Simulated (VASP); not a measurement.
Write the native input for VASP 6.6.1 that does the following.

| Property | Result |
| --- | --- |
| Task | relaxation of cell and atoms |
| Functional | PBE |
| Potentials or basis | VASP PAW PBE potentials, release 64 (Be, Te) |
| Cutoff | 600 eV |
| k mesh | 8 × 8 × 8 |
| Occupations | gaussian, width 0.02 eV |
| Spin | no spin polarisation |
| Dipole correction | no |
| Further INCAR settings | ALGO = Normal; EDIFF = 1e-06; IBRION = 2; EDIFFG = -0.01; NSW = 100; ISIF = 3 |

The structure of BeTe lies in POSCAR:

```
BeTe
1.0
    0.0000000000      2.8336246151      2.8336246151
    2.8336246151      0.0000000000      2.8336246151
    2.8336246151      2.8336246151      0.0000000000
Be Te
1 1
Direct
    0.7500000000      0.7500000000      0.7500000000
    0.0000000000      0.0000000000      0.0000000000
```

These files were run (other wordings do the same):

INCAR

```
SYSTEM = BeTe
  PREC = Accurate
  ENCUT = 600
  EDIFF = 1E-6
  ISMEAR = 0
  SIGMA = 0.02
  LREAL = .False.
  LASPH = .True.
  NELM = 60
  ALGO = Normal
  ISIF = 3
  LWAVE = .False.
  LCHARG = .False.
  GGA = PE
  IBRION = 2
  NSW = 100
  EDIFFG = -0.01
```

KPOINTS

```
regular mesh
0
Gamma
  8 8 8
  0 0 0
```

Potentials or basis: VASP PAW PBE potentials, release 64 (Be, Te).

Launch:

```bash
$ cat potpaw_PBE.64/Be/POTCAR potpaw_PBE.64/Te/POTCAR > POTCAR
$ mpirun -np 1 vasp_std > vasp.out
```

It gave:

```json
{"Pressure after relaxing": "0.0 GPa", "Band gap on the k mesh": "2.02 eV, indirect (least direct gap 3.62 eV)"}
```

Caveat: the relaxation stopped at its first step, so nothing moved; spin-orbit coupling is left out, which moves the levels of the heavy elements.

Run time: 5.2 s on 1 thread of Intel(R) Xeon(R) 6975P-C (Granite Rapids), with other jobs on the host, peak memory 0.18 GiB.
